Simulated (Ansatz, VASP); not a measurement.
**Two plane-wave programs on Al**

```
Al
1.0
     2.80409    0.00000    0.00000
    -1.40205    2.42842    0.00000
     0.00000    0.00000    4.79063
Al
2
Direct
  0.66667 0.33333 0.75000
  0.33333 0.66667 0.25000
```

Alike in both runs: task single point; functional PBEsol; k mesh 24 × 24 × 14; occupations gaussian, width 0.15 eV; no spin polarisation.

```csv
,VASP,Ansatz
version,VASP 6.6.1,Ansatz 0.2.0
potentials or method,"VASP PAW PBE potentials, release 64 (Al), cutoff 520 eV","scalar-relativistic, plane waves, PAW"
valence electrons in the cell,6,6
```

```csv
,VASP,Ansatz,Ansatz less VASP
gap on the k mesh at the Fermi level (eV),none,none,-
pressure (GPa),0.2,0.2,-0.06
"traceless stress, the component that is largest in VASP (GPa)",-1.65,-1.63,+0.014
```

VASP's potentials were made for PBE, not for PBEsol. A gap of «none» marks a metal or a gap that the smearing closes.
